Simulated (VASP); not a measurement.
# TiO2 (I4_1/amd) in VASP: notebook

TiO2 is run at these levels: PBE; tasks: single point, relaxation of cell and atoms.

All numbers are computed with VASP 6.6.1; they aren't measurements. Logs are shortened: lines on timing, memory, paths and dates and some standing lists are left out, and cuts for length are marked.

**1. The cell of the first run**

It takes space group I4_1/amd (No. 141, tetragonal). Conventional cell: a = 3.786 Å, b = 3.786 Å, c = 9.548 Å, α = 90.00°, β = 90.00°, γ = 90.00°. Ti (site symmetry -4m2) has 6 O at 1.93 to 1.99 Å within 2.6 Å. Within 2.6 Å of O (site symmetry 2mm) lie 3 Ti at 1.93 to 1.99 Å and 2 O at 2.47 Å.

**2. Single point, PBE**

INCAR

```
SYSTEM = TiO2
PREC = Accurate
ENCUT = 520
EDIFF = 1E-6
ISMEAR = 0
SIGMA = 0.01
LREAL = .FALSE.
LASPH = .TRUE.
NELM = 60
ALGO = Normal
ISIF = 2
LWAVE = .FALSE.
LCHARG = .FALSE.
GGA = PE
NBANDS = 33
```

KPOINTS

```
regular mesh
0
G
  6 6 6
  0 0 0
```

POSCAR

```
TiO2
1.0
   -1.8929679847      1.8929679847      4.7742156645
    1.8929679847     -1.8929679847      4.7742156645
    1.8929679847      1.8929679847     -4.7742156645
Ti O
2 4
Direct
    0.0000000000      0.0000000000      0.0000000000
    0.7500000000      0.2500000000      0.5000000000
    0.2083708422      0.2083708422      0.0000000000
    0.9583708422      0.4583708422      0.5000000000
    0.5416291578      0.0416291578      0.5000000000
    0.7916291578      0.7916291578      0.0000000000
```

Potentials or basis: VASP PAW PBE potentials, release 64 (Ti_sv, O).

The run is started by

```sh
cat potpaw_PBE.64/Ti_sv/POTCAR potpaw_PBE.64/O/POTCAR > POTCAR
mpirun -np 1 vasp_std > vasp.out
```

OUTCAR:

```text
SYSTEM = TiO2
   PREC = Accurate
   ENCUT = 520
   EDIFF = 1E-6
   ISMEAR = 0
   LREAL = .FALSE.
   LASPH = .TRUE.
   NELM = 60
   ISIF = 2
   GGA = PE

 ion  position               nearest neighbor table
   1  0.000  0.000  0.000-   5 1.93   4 1.93   5 1.93   4 1.93   3 1.99   6 1.99
   2  0.750  0.250  0.500-   6 1.93   3 1.93   6 1.93   3 1.93   4 1.99   5 1.99
   3  0.208  0.208  0.000-   2 1.93   2 1.93   1 1.99
   4  0.958  0.458  0.500-   1 1.93   1 1.93   2 1.99
   5  0.542  0.042  0.500-   1 1.93   1 1.93   2 1.99
   6  0.792  0.792  0.000-   2 1.93   2 1.93   1 1.99

  LATTYP: Found a body centered tetragonal cell.
 ALAT       =     3.7859359694
 C/A-ratio  =     2.5220794557

  Lattice vectors:

 A1 = (  -1.8929679847,   1.8929679847,   4.7742156645)
 A2 = (   1.8929679847,  -1.8929679847,   4.7742156645)
 A3 = (   1.8929679847,   1.8929679847,  -4.7742156645)

Analysis of symmetry for initial positions (statically):
=====================================================================
 Subroutine PRICEL returns:
 Original cell was already a primitive cell.

 Routine SETGRP: Setting up the symmetry group for a
 body centered tetragonal supercell.

 Subroutine GETGRP returns: Found 16 space group operations
 (whereof  8 operations were pure point group operations)
 out of a pool of 16 trial point group operations.

The static configuration has the point symmetry D_2d.
 The point group associated with its full space group is D_4h.

Analysis of symmetry for dynamics (positions and initial velocities):
=====================================================================
 Subroutine PRICEL returns:
 Original cell was already a primitive cell.

 Routine SETGRP: Setting up the symmetry group for a
 body centered tetragonal supercell.

 Subroutine GETGRP returns: Found 16 space group operations
 (whereof  8 operations were pure point group operations)
 out of a pool of 16 trial point group operations.

The dynamic configuration has the point symmetry D_2d.
 The point group associated with its full space group is D_4h.

 Subroutine INISYM returns: Found 16 space group operations
 (whereof  8 operations are pure point group operations),
 and found     1 'primitive' translations

----------------------------------------------------------------------------------------

                                     Primitive cell

  volume of cell :      68.4303

  direct lattice vectors                    reciprocal lattice vectors
    -1.892967985  1.892967985  4.774215664     0.000000000  0.264135476  0.104729245
     1.892967985 -1.892967985  4.774215664     0.264135476  0.000000000  0.104729245
     1.892967985  1.892967985 -4.774215664     0.264135476  0.264135476  0.000000000

  length of vectors
     5.473553763  5.473553763  5.473553763     0.284140396  0.284140396  0.373543973

  position of ions in fractional coordinates (direct lattice)
     0.000000000  0.000000000  0.000000000
     0.750000000  0.250000000  0.500000000
     0.208370842  0.208370842  0.000000000
     0.958370842  0.458370842  0.500000000
     0.541629158  0.041629158  0.500000000
     0.791629158  0.791629158  0.000000000

  ion indices of the primitive-cell ions
   primitive index   ion index
                 1           1
                 2           2
                 3           3
                 4           4
                 5           5
                 6           6

----------------------------------------------------------------------------------------

 KPOINTS: regular mesh

Automatic generation of k-mesh.
 Grid dimensions read from file:
 generate k-points for:    6    6    6

 Generating k-lattice:

  Cartesian coordinates                     Fractional coordinates (reciprocal lattice)
     0.000000000  0.044022579  0.017454874     0.166666667  0.000000000  0.000000000
     0.044022579  0.000000000  0.017454874     0.000000000  0.166666667  0.000000000
     0.044022579  0.044022579  0.000000000     0.000000000  0.000000000  0.166666667

  Length of vectors
     0.047356733  0.047356733  0.062257329

  Shift w.r.t. Gamma in fractional coordinates (k-lattice)
     0.000000000  0.000000000  0.000000000

 Subroutine IBZKPT returns following result:
 ===========================================

 Found     30 irreducible k-points:

 Following reciprocal coordinates:
            Coordinates               Weight
  0.000000  0.000000  0.000000      1.000000
  0.166667  0.000000 -0.000000      8.000000
  0.333333 -0.000000  0.000000      8.000000
  0.500000  0.000000 -0.000000      4.000000
  0.166667  0.166667  0.000000      8.000000
  0.333333  0.166667  0.000000     16.000000
[... 16 lines left out ...]
 -0.333333 -0.333333  0.166667      8.000000
 -0.166667 -0.333333  0.166667      8.000000
 [... further k-points ...]
   k-points           NKPTS =     30   k-points in BZ     NKDIM =     30   number of bands    NBANDS=     33
   number of dos      NEDOS =    301   number of ions     NIONS =      6
   total plane-waves  NPLWV =  74088
   dimension x,y,z NGX =    42 NGY =   42 NGZ =   42
   dimension x,y,z NGXF=    84 NGYF=   84 NGZF=   84
   ions per type =               2   4
   NGX,Y,Z   is equivalent  to a cutoff of  12.76, 12.76, 12.76 a.u.
   NGXF,Y,Z  is equivalent  to a cutoff of  25.51, 25.51, 25.51 a.u.
 SYSTEM =  TiO2
   PREC   = accura    normal or accurate (medium, high low for compatibility)
   ISTART =      0    job   : 0-new  1-cont  2-samecut
   ICHARG =      2    charge: 1-file 2-atom 10-const
   ISPIN  =      1    spin polarized calculation?
   LNONCOLLINEAR =      F non collinear calculations
   LSORBIT =      F    spin-orbit coupling
   LASPH  =      T    aspherical Exc in radial PAW
   ENCUT  =  520.0 eV  38.22 Ry    6.18 a.u.  10.18 10.18 10.18*2*pi/ulx,y,z
   NELM   =     60;   NELMIN=  2; NELMDL= -5     # of ELM steps
   EDIFF  = 0.1E-05   stopping-criterion for ELM
   LREAL  =      F    real-space projection
   EDIFFG = 0.1E-04   stopping-criterion for IOM
   NSW    =      0    number of steps for IOM
   IBRION =     -1    ionic relax: 0-MD 1-quasi-New 2-CG
   NFREE  =      0    steps in history (QN), initial steepest desc. (CG)
   ISIF   =      2    stress and relaxation
   ISYM   =      2    0-nonsym 1-usesym 2-fastsym
   POTIM  = 0.5000    time-step for ionic-motion
   TEBEG  =    0.0;   TEEND  =   0.0 temperature during run
   PSTRESS=    0.0 pullay stress
   NELECT =      48.0000    total number of electrons
   NUPDOWN=      -1.0000    fix difference up-down
   EMIN   =  10.00;   EMAX   =-10.00  energy-range for DOS
   EFERMI =   0.00;   METHOD = LEGACY
   ISMEAR =     0;   SIGMA  =   0.01  broadening in eV -4-tet -1-fermi 0-gaus
   EFERMI_NEDOS =   21; number of points for ismear=-14 and -15
   IALGO  =     38    algorithm
   IMIX   =      4    mixing-type and parameters
     AMIX     =   0.40;   BMIX     =  1.00
     AMIX_MAG =   1.60;   BMIX_MAG =  1.00
  volume/ion in A,a.u.               =      11.41        76.97
  Fermi-wavevector in a.u.,A,eV,Ry     =   1.454585  2.748767 28.787439  2.115817
  Thomas-Fermi vector in A             =   2.571718
   LORBIT       =      0    0 simple, 1 ext, 2 COOP (PROOUT), +10 PAW based schemes
   GGA     = PE    functional components
   LHFCALC =     F    Hartree Fock is set to
   AEXX    =    0.0000 exact exchange contribution
   IVDW    =     0    specifies the selected vdW correction
   LEPSILON=     F    determine dielectric tensor
   LRPA    =     F    only Hartree local field effects (RPA)
 non-spin polarized calculation
 Gauss-broadening in eV      SIGMA  =   0.01
  energy-cutoff  :      520.00
  volume of cell :       68.43
 maximum number of plane-waves:      1858
 NGX is ok and might be reduce to    42
   NGX = 21   NGY = 21   NGZ = 21

 number of electron      47.9999990 magnetization

 Free energy of the ion-electron system (eV)
  ---------------------------------------------------
  ext. energy  EPLUGINS =         0.00000000
  ---------------------------------------------------
  free energy    TOTEN  =       -53.83776292 eV

  energy without entropy =      -53.83776292  energy(sigma->0) =      -53.83776292

 E-fermi :   3.5267     XC(G=0): -10.7158

 val. band max:        3.3347053272   @ k =   0.5000   0.5000   0.0000
 cond. band min:       5.4597873498   @ k =   0.0000   0.0000   0.0000
 fundamental gap:      2.1250820226
 Fermi energy:         3.5266765707

 k-point     1 :       0.0000    0.0000    0.0000
  band No.  band energies     occupation
      1     -53.0526      2.00000
      2     -52.9940      2.00000
      3     -29.5091      2.00000
      4     -29.2752      2.00000
      5     -29.2752      2.00000
      6     -29.2057      2.00000
[... 25 lines left out ...]
     32       8.6072      0.00000
     33       8.6403      0.00000

 k-point     2 :       0.1667    0.0000   -0.0000
  band No.  band energies     occupation
      1     -53.0492      2.00000
      2     -52.9963      2.00000
      3     -29.5021      2.00000
      4     -29.3081      2.00000
      5     -29.2776      2.00000
      6     -29.2189      2.00000
[... 25 lines left out ...]
     32       8.9162      0.00000
     33       9.2465      0.00000

 k-point     3 :       0.3333   -0.0000    0.0000
  band No.  band energies     occupation
      1     -53.0410      2.00000
      2     -53.0023      2.00000
      3     -29.4885      2.00000
      4     -29.3711      2.00000
      5     -29.2817      2.00000
      6     -29.2378      2.00000
[... 25 lines left out ...]
     32       9.2758      0.00000
     33       9.7389      0.00000

 k-point     4 :       0.5000    0.0000   -0.0000
  band No.  band energies     occupation
      1     -53.0357      2.00000
      2     -53.0065      2.00000
      3     -29.4807      2.00000
      4     -29.4042      2.00000
      5     -29.2834      2.00000
      6     -29.2418      2.00000
[... 673 lines left out ...]
     32       9.3163      0.00000
     33       9.5486      0.00000

 k-point    23 :      -0.3333   -0.3333    0.1667
  band No.  band energies     occupation
      1     -53.0349      2.00000
      2     -53.0096      2.00000
      3     -29.4331      2.00000
      4     -29.3488      2.00000
      5     -29.3020      2.00000
      6     -29.2367      2.00000
[... 25 lines left out ...]
     32       9.3206      0.00000
     33       9.7361      0.00000

 k-point    24 :      -0.1667   -0.3333    0.1667
  band No.  band energies     occupation
      1     -53.0422      2.00000
      2     -53.0034      2.00000
      3     -29.4589      2.00000
      4     -29.3221      2.00000
      5     -29.2869      2.00000
      6     -29.2122      2.00000
[... 25 lines left out ...]
     32       9.0449      0.00000
     33       9.1412      0.00000

 [... further k-points ...]

------------------------ aborting loop because EDIFF is reached ----------------------------------------

  FORCE on cell =-STRESS in cart. coord.  units (eV):
  Direction    XX          YY          ZZ          XY          YZ          ZX
  --------------------------------------------------------------------------------------
  -------------------------------------------------------------------------------------
  Total        2.0011205      2.0011205      2.0302626      0.0000000      0.0000000      0.0000000
  in kB       46.8527696     46.8527696     47.5350795      0.0000000      0.0000000      0.0000000
  external PRESSURE =      47.0802063 kB  Pullay stress =       0.0000000 kB

 VOLUME and BASIS-vectors are now :
 -----------------------------------------------------------------------------
  energy-cutoff  :      520.00
  volume of cell :       68.43
      direct lattice vectors                 reciprocal lattice vectors
    -1.892967985  1.892967985  4.774215664     0.000000000  0.264135476  0.104729245
     1.892967985 -1.892967985  4.774215664     0.264135476  0.000000000  0.104729245
     1.892967985  1.892967985 -4.774215664     0.264135476  0.264135476  0.000000000

 POSITION                                       TOTAL-FORCE (eV/Angst)
 -----------------------------------------------------------------------------------
      0.00000      0.00000      0.00000        -0.000000     -0.000000     -0.000000
      0.00000      1.89297      2.38711        -0.000000     -0.000000     -0.000000
      0.00000      0.00000      1.98961        -0.000000      0.000000      0.017210
      0.00000      1.89297      4.37672         0.000000     -0.000000      0.017210
     -0.00000      1.89297      0.39749         0.000000     -0.000000     -0.017210
      0.00000      0.00000      7.55882        -0.000000      0.000000     -0.017210
 -----------------------------------------------------------------------------------
    total drift:                               -0.000000     -0.000000     -0.000000

  FREE ENERGIE OF THE ION-ELECTRON SYSTEM (eV)
  ---------------------------------------------------
  free  energy   TOTEN  =       -53.8377629196 eV

  energy  without entropy=      -53.8377629196  energy(sigma->0) =      -53.83776292
```

Run time: 1.7 min. Hardware: 1 thread of Intel Xeon Platinum 8559C (Emerald Rapids), shared host; peak memory 0.26 GiB.

What came out:

| Item | Value |
| --- | --- |
| Free energy | -53.8378 eV |
| Pressure | 4.7 GPa |
| Largest force | 0.017 eV/Å |
| Band gap on the k mesh | 2.13 eV (least direct gap 2.44 eV) |

Forces on the atoms (eV/Å):
```
Ti   0.000  0.000  0.000
Ti   0.000  0.000  0.000
O    0.000  0.000  0.017
O    0.000  0.000  0.017
O    0.000  0.000 -0.017
O    0.000  0.000 -0.017
```

Caveat: the cell stands under pressure. A k mesh can miss the band edges.

[end of part 1 of 2]
